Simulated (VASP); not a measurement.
# CuO (C2/c) in VASP: single point with PBE+U

Aim: the single point of CuO with PBE+U.

Everything below comes from runs of VASP 6.6.1. Logs are shortened: lines on timing, memory, paths and dates and some standing lists are left out, and cuts for length are marked.

### 1 The cell of the first run

Symmetry: C2/c, No. 15, monoclinic system. Conventional cell: a = 4.282 Å, b = 4.091 Å, c = 5.179 Å, α = 90.00°, β = 90.14°, γ = 90.00°. Cu (site symmetry -1) has 4 O at 1.97 Å within 2.6 Å. O (site symmetry 2) has 4 Cu at 1.97 Å and 2 O at 2.59 Å within 2.6 Å.

### 2 Single point, PBE+U, collinear spin, ferromagnetic start

The input, INCAR:

```
SYSTEM = CuO
  PREC = Accurate
  ENCUT = 520
  EDIFF = 1E-6
  ISMEAR = 0
  SIGMA = 0.1
  LREAL = .False.
  LASPH = .True.
  NELM = 150
  ALGO = Normal
  ISIF = 2
  LWAVE = .False.
  LCHARG = .False.
  ISPIN = 2
  MAGMOM = 0.66 0.66 0.34 0.34
  LORBIT = 11
  LMAXMIX = 4
  LDAU = .True.
  LDAUTYPE = 2
  LDAUL = 2 -1
  LDAUU = 4 0
  LDAUJ = 0 0
  LDAUPRINT = 1
  GGA = PE
  NBANDS = 29
```

The input, KPOINTS:

```
Automatic mesh
0
Gamma
  8 8 4
  0 0 0
```

The input, POSCAR:

```
CuO
1.0
    2.1343018354     -2.0455217146      0.1665217513
    2.1343018354      2.0455217146      0.1665217513
   -0.4150435885      0.0000000000      5.1622990234
Cu O
2 2
Direct
    0.0000000000      0.5000000000      0.0000000000
    0.5000000000      0.0000000000      0.5000000000
    0.5005343535      0.4994656465      0.2500000000
    0.4994656465      0.5005343535      0.7500000000
```

Potentials or basis: VASP PAW PBE potentials, release 64 (Cu, O).

On the command line:

```bash
$ cat potpaw_PBE.64/Cu/POTCAR potpaw_PBE.64/O/POTCAR > POTCAR
$ mpirun -np 1 vasp_std > vasp.out
```

OUTCAR:

```text
SYSTEM = CuO
   PREC = Accurate
   ENCUT = 520
   EDIFF = 1E-6
   ISMEAR = 0
   LREAL = .False.
   LASPH = .True.
   NELM = 150
   ISIF = 2
   ISPIN = 2
   LORBIT = 11
   GGA = PE

 ion  position               nearest neighbor table
   1  0.000  0.500  0.000-   3 1.97   4 1.97   4 1.97   3 1.97
   2  0.500  0.000  0.500-   4 1.97   3 1.97   4 1.97   3 1.97
   3  0.501  0.499  0.250-   2 1.97   1 1.97   2 1.97   1 1.97
   4  0.499  0.501  0.750-   1 1.97   2 1.97   2 1.97   1 1.97

  LATTYP: Found a base centered monoclinic cell.
 ALAT       =     4.2815762603
 B/A-ratio  =     0.9554993723
 C/A-ratio  =     1.2095911352
 COS(beta)  =    -0.0023625059

  Lattice vectors:

 A1 = (   2.1343018354,  -2.0455217146,   0.1665217513)
 A2 = (   2.1343018354,   2.0455217146,   0.1665217513)
 A3 = (  -0.4150435885,   0.0000000000,   5.1622990234)

Analysis of symmetry for initial positions (statically):
=====================================================================
 Subroutine PRICEL returns:
 Original cell was already a primitive cell.

 Routine SETGRP: Setting up the symmetry group for a
 base centered monoclinic supercell.

 Subroutine GETGRP returns: Found  4 space group operations
 (whereof  2 operations were pure point group operations)
 out of a pool of  4 trial point group operations.

The static configuration has the point symmetry S_2 .
 The point group associated with its full space group is C_2h.

Analysis of symmetry for dynamics (positions and initial velocities):
=====================================================================
 Subroutine PRICEL returns:
 Original cell was already a primitive cell.

 Routine SETGRP: Setting up the symmetry group for a
 base centered monoclinic supercell.

 Subroutine GETGRP returns: Found  4 space group operations
 (whereof  2 operations were pure point group operations)
 out of a pool of  4 trial point group operations.

The dynamic configuration has the point symmetry S_2 .
 The point group associated with its full space group is C_2h.

Analysis of structural, dynamic, and magnetic symmetry:
=====================================================================
 Subroutine PRICEL returns:
 Original cell was already a primitive cell.

 Routine SETGRP: Setting up the symmetry group for a
 base centered monoclinic supercell.

 Subroutine GETGRP returns: Found  4 space group operations
 (whereof  2 operations were pure point group operations)
 out of a pool of  4 trial point group operations.

The overall configuration has the point symmetry S_2 .
 The point group associated with its full space group is C_2h.

 Subroutine INISYM returns: Found  4 space group operations
 (whereof  2 operations are pure point group operations),
 and found     1 'primitive' translations

----------------------------------------------------------------------------------------

                                     Primitive cell

  volume of cell :      45.3575

  direct lattice vectors                    reciprocal lattice vectors
     2.134301835 -2.045521715  0.166521751     0.232808271 -0.244436418  0.018717548
     2.134301835  2.045521715  0.166521751     0.232808271  0.244436418  0.018717548
    -0.415043589  0.000000000  5.162299023    -0.015019526  0.000000000  0.192504587

  length of vectors
     2.960934465  2.960934465  5.178956689     0.338081647  0.338081647  0.193089622

[... 139 lines left out ...]
spin component  2

  0.9447  0.0183  0.0115 -0.0228  0.0021
  0.0183  0.7089  0.0378  0.2686 -0.0222
  0.0115  0.0378  0.9618 -0.0386  0.0028
 -0.0228  0.2686 -0.0386  0.6838  0.0233
  0.0021 -0.0222  0.0028  0.0233  0.9623

 occupancies and eigenvectors

  o =  0.4187  v =  0.0000  0.0000  0.0000  0.0000  0.0000  0.0530 -0.6849  0.0979  0.7177 -0.0594      0.0000  0.0000  0.0000  0.0000  0.0000  0.0000  0.0000  0.0000  0.0000  0.0000
  o =  0.9386  v =  0.0000  0.0000  0.0000  0.0000  0.0000  0.8866  0.0716 -0.4522  0.0628 -0.0207      0.0000  0.0000  0.0000  0.0000  0.0000  0.0000  0.0000  0.0000  0.0000  0.0000
  o =  0.9473  v =  0.8957  0.0727 -0.4340  0.0595 -0.0238  0.0000  0.0000  0.0000  0.0000  0.0000      0.0000  0.0000  0.0000  0.0000  0.0000  0.0000  0.0000  0.0000  0.0000  0.0000
  o =  0.9643  v =  0.0000  0.0000  0.0000  0.0000  0.0000 -0.0238  0.0075 -0.0098 -0.0722 -0.9970      0.0000  0.0000  0.0000  0.0000  0.0000  0.0000  0.0000  0.0000  0.0000  0.0000
  o =  0.9655  v =  0.0000  0.0000  0.0000  0.0000  0.0000 -0.0585  0.7243  0.0962  0.6788 -0.0433      0.0000  0.0000  0.0000  0.0000  0.0000  0.0000  0.0000  0.0000  0.0000  0.0000
  o =  0.9719  v = -0.0587  0.7209  0.0967  0.6803 -0.0678  0.0000  0.0000  0.0000  0.0000  0.0000      0.0000  0.0000  0.0000  0.0000  0.0000  0.0000  0.0000  0.0000  0.0000  0.0000
  o =  0.9732  v = -0.0262 -0.0106 -0.0135 -0.0884 -0.9956  0.0000  0.0000  0.0000  0.0000  0.0000      0.0000  0.0000  0.0000  0.0000  0.0000  0.0000  0.0000  0.0000  0.0000  0.0000
  o =  0.9745  v =  0.0000  0.0000  0.0000  0.0000  0.0000  0.4551  0.0338  0.8813 -0.1224 -0.0104      0.0000  0.0000  0.0000  0.0000  0.0000  0.0000  0.0000  0.0000  0.0000  0.0000
  o =  0.9783  v =  0.4367  0.0324  0.8903 -0.1246 -0.0129  0.0000  0.0000  0.0000  0.0000  0.0000      0.0000  0.0000  0.0000  0.0000  0.0000  0.0000  0.0000  0.0000  0.0000  0.0000
  o =  1.0217  v = -0.0541  0.6883 -0.0976 -0.7143  0.0589  0.0000  0.0000  0.0000  0.0000  0.0000      0.0000  0.0000  0.0000  0.0000  0.0000  0.0000  0.0000  0.0000  0.0000  0.0000

atom =   2  type =  1  l = 2

 onsite density matrix

spin component  1

  0.9535 -0.0034 -0.0123 -0.0003 -0.0004
 -0.0034  0.9953  0.0024  0.0246 -0.0021
 -0.0123  0.0024  0.9728  0.0034 -0.0006
 -0.0003  0.0246  0.0034  0.9973 -0.0019
 -0.0004 -0.0021 -0.0006 -0.0019  0.9733

spin component  2

  0.9447  0.0183 -0.0115  0.0228 -0.0021
  0.0183  0.7089 -0.0378 -0.2686  0.0222
 -0.0115 -0.0378  0.9618 -0.0386  0.0028
  0.0228 -0.2686 -0.0386  0.6838  0.0233
 -0.0021  0.0222  0.0028  0.0233  0.9623

 occupancies and eigenvectors

  o =  0.4187  v =  0.0000  0.0000  0.0000  0.0000  0.0000 -0.0530  0.6849  0.0979  0.7177 -0.0594      0.0000  0.0000  0.0000  0.0000  0.0000  0.0000  0.0000  0.0000  0.0000  0.0000
  o =  0.9386  v =  0.0000  0.0000  0.0000  0.0000  0.0000  0.8866  0.0716  0.4522 -0.0628  0.0207      0.0000  0.0000  0.0000  0.0000  0.0000  0.0000  0.0000  0.0000  0.0000  0.0000
  o =  0.9473  v =  0.8957  0.0727  0.4340 -0.0595  0.0238  0.0000  0.0000  0.0000  0.0000  0.0000      0.0000  0.0000  0.0000  0.0000  0.0000  0.0000  0.0000  0.0000  0.0000  0.0000
  o =  0.9643  v =  0.0000  0.0000  0.0000  0.0000  0.0000  0.0238 -0.0075 -0.0098 -0.0722 -0.9970      0.0000  0.0000  0.0000  0.0000  0.0000  0.0000  0.0000  0.0000  0.0000  0.0000
  o =  0.9655  v =  0.0000  0.0000  0.0000  0.0000  0.0000  0.0585 -0.7243  0.0962  0.6788 -0.0433      0.0000  0.0000  0.0000  0.0000  0.0000  0.0000  0.0000  0.0000  0.0000  0.0000
  o =  0.9719  v =  0.0587 -0.7209  0.0967  0.6803 -0.0678  0.0000  0.0000  0.0000  0.0000  0.0000      0.0000  0.0000  0.0000  0.0000  0.0000  0.0000  0.0000  0.0000  0.0000  0.0000
  o =  0.9732  v =  0.0262  0.0106 -0.0135 -0.0884 -0.9956  0.0000  0.0000  0.0000  0.0000  0.0000      0.0000  0.0000  0.0000  0.0000  0.0000  0.0000  0.0000  0.0000  0.0000  0.0000
  o =  0.9745  v =  0.0000  0.0000  0.0000  0.0000  0.0000  0.4551  0.0338 -0.8813  0.1224  0.0104      0.0000  0.0000  0.0000  0.0000  0.0000  0.0000  0.0000  0.0000  0.0000  0.0000
  o =  0.9783  v =  0.4367  0.0324 -0.8903  0.1246  0.0129  0.0000  0.0000  0.0000  0.0000  0.0000      0.0000  0.0000  0.0000  0.0000  0.0000  0.0000  0.0000  0.0000  0.0000  0.0000
  o =  1.0217  v =  0.0541 -0.6883 -0.0976 -0.7143  0.0589  0.0000  0.0000  0.0000  0.0000  0.0000      0.0000  0.0000  0.0000  0.0000  0.0000  0.0000  0.0000  0.0000  0.0000  0.0000

 number of electron      34.0000027 magnetization       1.9459580

 Free energy of the ion-electron system (eV)
  ---------------------------------------------------
  ext. energy  EPLUGINS =         0.00000000
  ---------------------------------------------------
  free energy    TOTEN  =       -17.23968999 eV

  energy without entropy =      -17.23771309  energy(sigma->0) =      -17.23870154

 E-fermi :   4.3717     XC(G=0): -11.1247

 val. band max:        4.2997339917   @ k =   0.5000   0.3750   0.0000
 cond. band min:       4.3729269287   @ k =   0.3750   0.3750   0.0000
 fundamental gap:      0.0731929370
 Fermi energy:         4.3716614845

 spin component 1

 k-point     1 :       0.0000    0.0000    0.0000
  band No.  band energies     occupation
      1     -14.9693      1.00000
      2     -13.6838      1.00000
      3      -3.6722      1.00000
      4      -2.5081      1.00000
      5      -2.4295      1.00000
      6      -0.6395      1.00000
[... 1529 lines left out ...]
     28      21.8884      0.00000
     29      25.0600      0.00000

 [... further k-points ...]
[... 5 lines left out ...]
  --------------------------------------------------------------------------------------
  -------------------------------------------------------------------------------------
  Total       -0.8920813     -0.7499206     -0.2916802      0.0000000      0.0000000     -0.0312764
  in kB      -31.5112880    -26.4896973    -10.3031199      0.0000000      0.0000000     -1.1047867
  external PRESSURE =     -22.7680350 kB  Pullay stress =       0.0000000 kB

 VOLUME and BASIS-vectors are now :
 -----------------------------------------------------------------------------
  energy-cutoff  :      520.00
  volume of cell :       45.36
      direct lattice vectors                 reciprocal lattice vectors
     2.134301835 -2.045521715  0.166521751     0.232808271 -0.244436418  0.018717548
     2.134301835  2.045521715  0.166521751     0.232808271  0.244436418  0.018717548
    -0.415043589  0.000000000  5.162299023    -0.015019526  0.000000000  0.192504587

 POSITION                                       TOTAL-FORCE (eV/Angst)
 -----------------------------------------------------------------------------------
      1.06715      1.02276      0.08326         0.000000      0.000000      0.000000
      0.85963     -1.02276      2.66441         0.000000      0.000000      0.000000
      2.03054     -0.00219      1.45710         0.000000     -0.003054      0.000000
      1.82302      0.00219      4.03825        -0.000000      0.003054     -0.000000
 -----------------------------------------------------------------------------------
    total drift:                                0.000000      0.000000     -0.000000

  FREE ENERGIE OF THE ION-ELECTRON SYSTEM (eV)
  ---------------------------------------------------
  free  energy   TOTEN  =       -17.2396899930 eV

  energy  without entropy=      -17.2377130911  energy(sigma->0) =      -17.23870154

 total charge

# of ion       s       p       d       tot
------------------------------------------
    1        0.380   0.371   9.134   9.885
    2        0.380   0.371   9.134   9.885
    3        1.557   3.418   0.000   4.975
    4        1.557   3.418   0.000   4.975
--------------------------------------------------
tot          3.875   7.578  18.267  29.721

 magnetization (x)

# of ion       s       p       d       tot
------------------------------------------
    1       -0.006   0.002   0.631   0.627
    2       -0.006   0.002   0.631   0.627
    3        0.020   0.286   0.000   0.306
    4        0.020   0.286   0.000   0.306
--------------------------------------------------
tot          0.027   0.576   1.262   1.865
```

It took 3 min on 1 thread of Intel Xeon Platinum 8259CL at 2.50GHz (Skylake/Cascade Lake), shared host; peak memory 0.27 GiB.

What came out:

| Item | Value |
| --- | --- |
| Free energy | -17.2397 eV |
| Pressure | -2.3 GPa |
| Largest force | 0.003 eV/Å |
| Net moment | 1.95 μB per cell |
| Site moments | Cu +0.63; O +0.31 μB |
| Valence electrons inside the program's atomic spheres | Cu 9.88; O 4.97 |

Forces in eV/Å, atoms in the order of the input:
```
Cu   0.000  0.000  0.000
Cu   0.000  0.000  0.000
O    0.000 -0.003  0.000
O    0.000  0.003  0.000
```

Eigenvalues of the final occupation matrices:
```tsv
site	spin	trace	eigenvalues
site 1 d	1	4.89	0.95 0.97 0.97 0.98 1.02
site 1 d	2	4.26	0.42 0.94 0.96 0.97 0.97
site 2 d	1	4.89	0.95 0.97 0.97 0.98 1.02
site 2 d	2	4.26	0.42 0.94 0.96 0.97 0.97
```

The state reached can hang on the start; a lower one may exist.
